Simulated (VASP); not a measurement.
# Si2W (I4/mmm) in VASP: notebook

Si2W is run at these levels: PBE; tasks: single point.

All numbers are computed with VASP 6.6.1; they aren't measurements. Logs are shortened: lines on timing, memory, paths and dates and some standing lists are left out, and cuts for length are marked.

**1. The cell of the first run**

Symmetry: I4/mmm, No. 139, tetragonal system. Conventional cell: a = 3.128 Å, b = 3.128 Å, c = 8.383 Å, α = 90.00°, β = 90.00°, γ = 90.00°. Si (site symmetry 4mm) has 5 W at 2.61 to 2.80 Å and 9 Si at 2.63 to 3.13 Å within 3.4 Å. Within 3.4 Å of W (site symmetry 4/mmm) lie 10 Si at 2.61 to 2.80 Å and 4 W at 3.13 Å.

**2. Single point, PBE**

The input, INCAR:

```
PREC = Accurate
ENCUT = 520
EDIFF = 1E-6
ISMEAR = 0
SIGMA = 0.15
LREAL = False
LASPH = True
NELM = 100
ALGO = Normal
ISIF = 2
LWAVE = False
LCHARG = True
GGA = PE
LELF = True
LVHAR = True
NBANDS = 18
```

The input, KPOINTS:

```
Automatic mesh
0
Gamma
  22 22 22
```

The input, POSCAR:

```
Si2W
1.0
   -1.5640111949      1.5640111949      4.1914546601
    1.5640111949     -1.5640111949      4.1914546601
    1.5640111949      1.5640111949     -4.1914546601
Si W
2 1
Direct
    0.3345744059      0.3345744059      0.0000000000
    0.6654255941      0.6654255941      0.0000000000
    0.0000000000      0.0000000000      0.0000000000
```

Potentials or basis: VASP PAW PBE potentials, release 64 (Si, W_sv).

On the command line:

```console
> cat potpaw_PBE.64/Si/POTCAR potpaw_PBE.64/W_sv/POTCAR > POTCAR
> mpirun -np 1 vasp_std > vasp.out
```

OUTCAR:

```text
PREC = Accurate
   ENCUT = 520
   EDIFF = 1E-6
   ISMEAR = 0
   LREAL = False
   LASPH = True
   NELM = 100
   ISIF = 2
   GGA = PE

 ion  position               nearest neighbor table
   1  0.335  0.335  0.000-   3 2.61   3 2.61   3 2.61   3 2.61   2 2.63   2 2.63   2 2.63   2 2.63
                             2 2.77   3 2.80
   2  0.665  0.665  0.000-   3 2.61   3 2.61   3 2.61   3 2.61   1 2.63   1 2.63   1 2.63   1 2.63
                             1 2.77   3 2.80
   3  0.000  0.000  0.000-   2 2.61   2 2.61   2 2.61   1 2.61   2 2.61   1 2.61   1 2.61   1 2.61
                             1 2.80   2 2.80

  LATTYP: Found a body centered tetragonal cell.
 ALAT       =     3.1280223898
 C/A-ratio  =     2.6799390399

  Lattice vectors:

 A1 = (  -1.5640111949,   1.5640111949,   4.1914546601)
 A2 = (   1.5640111949,  -1.5640111949,   4.1914546601)
 A3 = (   1.5640111949,   1.5640111949,  -4.1914546601)

Analysis of symmetry for initial positions (statically):
=====================================================================
 Subroutine PRICEL returns:
 Original cell was already a primitive cell.

 Routine SETGRP: Setting up the symmetry group for a
 body centered tetragonal supercell.

 Subroutine GETGRP returns: Found 16 space group operations
 (whereof 16 operations were pure point group operations)
 out of a pool of 16 trial point group operations.

The static configuration has the point symmetry D_4h.

Analysis of symmetry for dynamics (positions and initial velocities):
=====================================================================
 Subroutine PRICEL returns:
 Original cell was already a primitive cell.

 Routine SETGRP: Setting up the symmetry group for a
 body centered tetragonal supercell.

 Subroutine GETGRP returns: Found 16 space group operations
 (whereof 16 operations were pure point group operations)
 out of a pool of 16 trial point group operations.

The dynamic configuration has the point symmetry D_4h.

 Subroutine INISYM returns: Found 16 space group operations
 (whereof 16 operations are pure point group operations),
 and found     1 'primitive' translations

----------------------------------------------------------------------------------------

                                     Primitive cell

  volume of cell :      41.0114

  direct lattice vectors                    reciprocal lattice vectors
    -1.564011195  1.564011195  4.191454660     0.000000000  0.319690806  0.119290328
     1.564011195 -1.564011195  4.191454660     0.319690806  0.000000000  0.119290328
     1.564011195  1.564011195 -4.191454660     0.319690806  0.319690806  0.000000000

  length of vectors
     4.739256714  4.739256714  4.739256714     0.341221913  0.341221913  0.452111074

  position of ions in fractional coordinates (direct lattice)
     0.334574406  0.334574406  0.000000000
     0.665425594  0.665425594  0.000000000
     0.000000000  0.000000000  0.000000000

  ion indices of the primitive-cell ions
   primitive index   ion index
                 1           1
                 2           2
                 3           3

----------------------------------------------------------------------------------------

 KPOINTS: Automatic mesh

Automatic generation of k-mesh.
 Grid dimensions read from file:
 generate k-points for:   22   22   22

 Generating k-lattice:

  Cartesian coordinates                     Fractional coordinates (reciprocal lattice)
     0.000000000  0.014531400  0.005422288     0.045454545  0.000000000  0.000000000
     0.014531400  0.000000000  0.005422288     0.000000000  0.045454545  0.000000000
     0.014531400  0.014531400  0.000000000     0.000000000  0.000000000  0.045454545

  Length of vectors
     0.015510087  0.015510087  0.020550503

  Shift w.r.t. Gamma in fractional coordinates (k-lattice)
     0.000000000  0.000000000  0.000000000

 Subroutine IBZKPT returns following result:
 ===========================================

 Found    834 irreducible k-points:

 Following reciprocal coordinates:
            Coordinates               Weight
  0.000000  0.000000  0.000000      1.000000
  0.045455  0.000000 -0.000000      8.000000
  0.090909  0.000000 -0.000000      8.000000
  0.136364  0.000000  0.000000      8.000000
  0.181818  0.000000  0.000000      8.000000
  0.227273  0.000000  0.000000      8.000000
[... 16 lines left out ...]
  0.500000  0.045455  0.000000     16.000000
 -0.454545  0.045455  0.000000     16.000000
 [... further k-points ...]
   k-points           NKPTS =    834   k-points in BZ     NKDIM =    834   number of bands    NBANDS=     18
   number of dos      NEDOS =    301   number of ions     NIONS =      3
   total plane-waves  NPLWV =  46656
   dimension x,y,z NGX =    36 NGY =   36 NGZ =   36
   dimension x,y,z NGXF=    72 NGYF=   72 NGZF=   72
   ions per type =               2   1
   NGX,Y,Z   is equivalent  to a cutoff of  12.63, 12.63, 12.63 a.u.
   NGXF,Y,Z  is equivalent  to a cutoff of  25.26, 25.26, 25.26 a.u.
 SYSTEM =  unknown system
   PREC   = accura    normal or accurate (medium, high low for compatibility)
   ISTART =      0    job   : 0-new  1-cont  2-samecut
   ICHARG =      2    charge: 1-file 2-atom 10-const
   ISPIN  =      1    spin polarized calculation?
   LNONCOLLINEAR =      F non collinear calculations
   LSORBIT =      F    spin-orbit coupling
   LASPH  =      T    aspherical Exc in radial PAW
   ENCUT  =  520.0 eV  38.22 Ry    6.18 a.u.   8.81  8.81  8.81*2*pi/ulx,y,z
   NELM   =    100;   NELMIN=  2; NELMDL= -5     # of ELM steps
   EDIFF  = 0.1E-05   stopping-criterion for ELM
   LREAL  =      F    real-space projection
   EDIFFG = 0.1E-04   stopping-criterion for IOM
   NSW    =      0    number of steps for IOM
   IBRION =     -1    ionic relax: 0-MD 1-quasi-New 2-CG
   NFREE  =      0    steps in history (QN), initial steepest desc. (CG)
   ISIF   =      2    stress and relaxation
   ISYM   =      2    0-nonsym 1-usesym 2-fastsym
   POTIM  = 0.5000    time-step for ionic-motion
   TEBEG  =    0.0;   TEEND  =   0.0 temperature during run
   PSTRESS=    0.0 pullay stress
   NELECT =      22.0000    total number of electrons
   NUPDOWN=      -1.0000    fix difference up-down
   EMIN   =  10.00;   EMAX   =-10.00  energy-range for DOS
   EFERMI =   0.00;   METHOD = LEGACY
   ISMEAR =     0;   SIGMA  =   0.15  broadening in eV -4-tet -1-fermi 0-gaus
   EFERMI_NEDOS =   21; number of points for ismear=-14 and -15
   IALGO  =     38    algorithm
   IMIX   =      4    mixing-type and parameters
     AMIX     =   0.40;   BMIX     =  1.00
     AMIX_MAG =   1.60;   BMIX_MAG =  1.00
  volume/ion in A,a.u.               =      13.67        92.25
  Fermi-wavevector in a.u.,A,eV,Ry     =   1.330192  2.513698 24.074284  1.769410
  Thomas-Fermi vector in A             =   2.459297
   LORBIT       =      0    0 simple, 1 ext, 2 COOP (PROOUT), +10 PAW based schemes
   GGA     = PE    functional components
   LHFCALC =     F    Hartree Fock is set to
   AEXX    =    0.0000 exact exchange contribution
   IVDW    =     0    specifies the selected vdW correction
   LEPSILON=     F    determine dielectric tensor
   LRPA    =     F    only Hartree local field effects (RPA)
 non-spin polarized calculation
 Gauss-broadening in eV      SIGMA  =   0.15
  energy-cutoff  :      520.00
  volume of cell :       41.01
 maximum number of plane-waves:      1124
   NGX = 17   NGY = 17   NGZ = 17

 number of electron      22.0000001 magnetization

 Free energy of the ion-electron system (eV)
  ---------------------------------------------------
  ext. energy  EPLUGINS =         0.00000000
  ---------------------------------------------------
  free energy    TOTEN  =       -24.53932654 eV

  energy without entropy =      -24.53150340  energy(sigma->0) =      -24.53541497

 E-fermi :  11.8530     XC(G=0): -12.4683

 val. band max:       11.8517688158   @ k =  -0.4091   0.4091   0.3636
 cond. band min:      11.8564000456   @ k =  -0.2273  -0.3636   0.2273
 fundamental gap:      0.0046312297
 Fermi energy:        11.8529788261

 k-point     1 :       0.0000    0.0000    0.0000
  band No.  band energies     occupation
      1     -62.0798      2.00000
      2     -26.4052      2.00000
      3     -26.2410      2.00000
      4     -26.2410      2.00000
      5      -2.2146      2.00000
      6       4.7654      2.00000
[... 10 lines left out ...]
     17      16.9762      0.00000
     18      16.9762      0.00000

 k-point     2 :       0.0455    0.0000   -0.0000
  band No.  band energies     occupation
      1     -62.0796      2.00000
      2     -26.4046      2.00000
      3     -26.2468      2.00000
      4     -26.2405      2.00000
      5      -2.1743      2.00000
      6       4.7663      2.00000
[... 10 lines left out ...]
     17      17.0115      0.00000
     18      17.2415      0.00000

 k-point     3 :       0.0909    0.0000   -0.0000
  band No.  band energies     occupation
      1     -62.0790      2.00000
      2     -26.4030      2.00000
      3     -26.2637      2.00000
      4     -26.2389      2.00000
      5      -2.0541      2.00000
      6       4.7659      2.00000
[... 10 lines left out ...]
     17      17.1726      0.00000
     18      17.8635      0.00000

 k-point     4 :       0.1364    0.0000    0.0000
  band No.  band energies     occupation
      1     -62.0780      2.00000
      2     -26.4004      2.00000
      3     -26.2902      2.00000
      4     -26.2365      2.00000
      5      -1.8558      2.00000
      6       4.7548      2.00000
[... 375 lines left out ...]
      4     -26.2210      2.00000
      5       1.4002      2.00000
      6       2.5843      2.00000
[... 10 lines left out ...]
     17      18.3498      0.00000
     18      19.0791      0.00000

 k-point    23 :       0.5000    0.0455    0.0000
  band No.  band energies     occupation
      1     -62.0687      2.00000
      2     -26.5195      2.00000
      3     -26.3764      2.00000
      4     -26.2204      2.00000
      5       1.8151      2.00000
      6       2.1563      2.00000
[... 10 lines left out ...]
     17      18.5539      0.00000
     18      18.7339      0.00000

 k-point    24 :      -0.4545    0.0455    0.0000
  band No.  band energies     occupation
      1     -62.0690      2.00000
      2     -26.5140      2.00000
      3     -26.3769      2.00000
      4     -26.2210      2.00000
      5       1.2935      2.00000
      6       2.6639      2.00000
[... 10 lines left out ...]
     17      18.5361      0.00000
     18      19.1263      0.00000

 [... further k-points ...]

------------------------ aborting loop because EDIFF is reached ----------------------------------------

  FORCE on cell =-STRESS in cart. coord.  units (eV):
  Direction    XX          YY          ZZ          XY          YZ          ZX
  --------------------------------------------------------------------------------------
  -------------------------------------------------------------------------------------
  Total        2.8223919      2.8223919     -5.3094769      0.0000000      0.0000000     -0.0000000
  in kB      110.2613776    110.2613776   -207.4234416      0.0000000      0.0000000     -0.0000000
  external PRESSURE =       4.3664379 kB  Pullay stress =       0.0000000 kB

 VOLUME and BASIS-vectors are now :
 -----------------------------------------------------------------------------
  energy-cutoff  :      520.00
  volume of cell :       41.01
      direct lattice vectors                 reciprocal lattice vectors
    -1.564011195  1.564011195  4.191454660     0.000000000  0.319690806  0.119290328
     1.564011195 -1.564011195  4.191454660     0.319690806  0.000000000  0.119290328
     1.564011195  1.564011195 -4.191454660     0.319690806  0.319690806  0.000000000

 POSITION                                       TOTAL-FORCE (eV/Angst)
 -----------------------------------------------------------------------------------
      0.00000      0.00000      2.80471        -0.000000     -0.000000      0.068345
      0.00000      0.00000      5.57820         0.000000      0.000000     -0.068345
      0.00000      0.00000      0.00000        -0.000000     -0.000000     -0.000000
 -----------------------------------------------------------------------------------
    total drift:                                0.000000     -0.000000      0.000000

  FREE ENERGIE OF THE ION-ELECTRON SYSTEM (eV)
  ---------------------------------------------------
  free  energy   TOTEN  =       -24.5393265430 eV

  energy  without entropy=      -24.5315033961  energy(sigma->0) =      -24.53541497
```

It took 4.7 min on 1 thread of Intel Xeon 6975P-C (Granite Rapids), shared host; peak memory 0.67 GiB.

Results:

```yaml
Free_energy: -24.5393 eV
Pressure: 0.4 GPa
Largest_force: 0.068 eV/Å
Band_gap_on_the_k_mesh: zero (band 11 reaches 13.03 eV, above the bottom of band 12 at 11.35 eV)
```

Forces on the atoms (eV/Å):
```
Si   0.000  0.000  0.068
Si   0.000  0.000 -0.068
W    0.000  0.000  0.000
```

Levels at points of the mesh, in eV from the Fermi level:
```
           k point  band 7  band 8  band 9  band 10  band 11  band 12  band 13  band 14  band 15  band 16
(0.00, 0.00, 0.00)   -4.99   -3.45   -2.40    -2.40     1.12     3.02     3.26     3.58     3.67     3.67
(0.50, 0.00, 0.00)   -6.09   -5.02   -2.99    -2.30    -0.17     2.90     2.90     3.30     3.58     5.71
(0.50, 0.50, 0.00)   -5.87   -5.48   -4.83    -3.83    -1.69     1.86     2.70     2.80     3.41     4.02
(0.50, 0.50, 0.50)   -3.79   -2.55   -0.60    -0.60    -0.24    -0.24     1.22     2.74     4.27     5.69
```

Caveat: spin-orbit coupling is left out, which moves the levels of the heavy elements.

**3. Single point, PBE**

This run uses another cell than the first one, of the same volume but with other edges.

The input, INCAR:

```
ALGO = Normal
EDIFF = 1E-6
ENCUT = 520
GGA = PE
ISIF = 2
ISMEAR = 0
LASPH = T
LCHARG = F
LREAL = F
LWAVE = F
NBANDS = 18
NELM = 60
PREC = Accurate
SIGMA = 0.15
```

The input, KPOINTS:

```
k-points
0
Gamma
  22 22 22
```

The input, POSCAR:

```
Si2W
1.0
   -1.6366168117      1.6366168117      3.8278108688
    1.6366168117     -1.6366168117      3.8278108688
    1.6366168117      1.6366168117     -3.8278108688
Si W
2 1
Direct
    0.3345744059      0.3345744059      0.0000000000
    0.6654255941      0.6654255941      0.0000000000
    0.0000000000      0.0000000000      0.0000000000
```

Potentials or basis: VASP PAW PBE potentials, release 64 (Si, W_sv).

On the command line:

```console
> cat potpaw_PBE.64/Si/POTCAR potpaw_PBE.64/W_sv/POTCAR > POTCAR
> mpirun -np 1 vasp_std > vasp.out
```

It took 5.1 min on 1 thread of Intel Xeon 6975P-C (Granite Rapids), shared host; peak memory 0.67 GiB.

Results (log left out):

```
Free energy            : -24.7559 eV
Pressure               : 1.3 GPa
Band gap on the k mesh : zero (band 11 reaches 12.26 eV, above the bottom of band 12 at 11.27 eV)
```

Stress tensor (GPa, compression positive):
```
-4.56  0.00  0.00
 0.00 -4.56  0.00
 0.00  0.00 13.15
```

Levels at points of the mesh, in eV from the Fermi level:
| k point | band 7 | band 8 | band 9 | band 10 | band 11 | band 12 | band 13 | band 14 | band 15 | band 16 |
| --- | --- | --- | --- | --- | --- | --- | --- | --- | --- | --- |
| (0.00, 0.00, 0.00) | -3.13 | -3.08 | -2.89 | -2.89 | 0.47 | 2.54 | 2.84 | 2.84 | 3.07 | 4.79 |
| (0.50, 0.00, 0.00) | -5.43 | -4.62 | -2.86 | -2.54 | -0.44 | 2.51 | 2.63 | 4.35 | 4.67 | 4.95 |
| (0.50, 0.50, 0.00) | -5.90 | -5.40 | -4.94 | -2.82 | -1.71 | 2.79 | 2.96 | 3.25 | 4.42 | 4.55 |
| (0.50, 0.50, 0.50) | -3.67 | -2.58 | -1.02 | -1.02 | -0.34 | -0.34 | 0.69 | 5.07 | 5.25 | 6.44 |

Caveat: spin-orbit coupling is left out, which moves the levels of the heavy elements.

**4. Single point, PBE**

This run uses another cell than the first one, of the same volume but with other edges.

The input, INCAR:

```
SYSTEM = Si2W
PREC = Accurate ; ENCUT = 520
EDIFF = 1E-7 ; ISMEAR = 0
SIGMA = 0.15 ; LREAL = .False.
LASPH = .True. ; NELM = 80
ALGO = Normal ; ISIF = 2
LWAVE = .False. ; LCHARG = .False.
GGA = PE ; NBANDS = 18
```

The input, KPOINTS:

```
regular mesh
0
Gamma
  22 22 22
  0 0 0
```

The input, POSCAR:

```
Si2W
1.0
   -1.5884528176      1.5884528176      4.0634586864
    1.5884528176     -1.5884528176      4.0634586864
    1.5884528176      1.5884528176     -4.0634586864
Si W
2 1
Direct
    0.3345744059      0.3345744059      0.0000000000
    0.6654255941      0.6654255941      0.0000000000
    0.0000000000      0.0000000000      0.0000000000
```

On the command line:

```console
> cat potpaw_PBE.64/Si/POTCAR potpaw_PBE.64/W_sv/POTCAR > POTCAR
> mpirun -np 1 vasp_std > vasp.out
```

It took 5.4 min on 1 thread of Intel Xeon 6975P-C (Granite Rapids), shared host; peak memory 0.67 GiB.

It converged, with:

| Quantity | Value |
| --- | --- |
| Free energy | -24.7388 eV |
| Pressure | -0.2 GPa |
| Largest force | 0.013 eV/Å |
| Band gap on the k mesh | zero (band 11 reaches 12.76 eV, above the bottom of band 12 at 11.26 eV) |

Forces in eV/Å, atoms in the order of the input:
```
Si   0.000  0.000  0.013
Si   0.000  0.000 -0.013
W    0.000  0.000  0.000
```

Stress tensor (GPa, compression positive):
```
  5.78   0.00   0.00
  0.00   5.78   0.00
  0.00   0.00 -12.12
```

Levels at points of the mesh, in eV from the Fermi level:
```tsv
k point	band 8	band 9	band 10	band 11	band 12	band 13	band 14	band 15
(0.00, 0.00, 0.00)	-3.38	-2.63	-2.63	0.83	2.91	2.96	3.33	3.33
(0.50, 0.00, 0.00)	-4.95	-2.87	-2.55	-0.32	2.86	3.00	3.37	3.85
(0.50, 0.50, 0.00)	-5.53	-4.92	-3.56	-1.75	2.24	3.03	3.13	3.23
(0.50, 0.50, 0.50)	-2.52	-0.58	-0.58	-0.57	-0.57	0.97	3.54	4.41
```

Caveat: spin-orbit coupling is left out, which moves the levels of the heavy elements.

**5. Overview**

| cell | gap on the mesh (eV) | pressure (GPa) | largest force (eV/Å) |
| --- | --- | --- | --- |
| a = 4.739 Å, angles 141.5, 141.5, 55.6°, 3 atoms | none | 0.4 | 0.07 |
| a = 4.473 Å, angles 137.1, 137.1, 62.3°, 3 atoms | none | 1.3 | - |
| a = 4.643 Å, angles 140.0, 140.0, 57.9°, 3 atoms | none | -0.2 | 0.01 |

Alike in all rows: task single point; level PBE; potentials or basis VASP PAW PBE potentials, release 64 (Si, W_sv); no spin polarisation; k mesh 22 × 22 × 22; cutoff (eV) 520; smearing gaussian 0.15 eV.

Caveats: spin-orbit coupling is left out, which moves the levels of the heavy elements.

Total energies depend on the potentials used, so only differences within one code and one set of settings carry meaning.
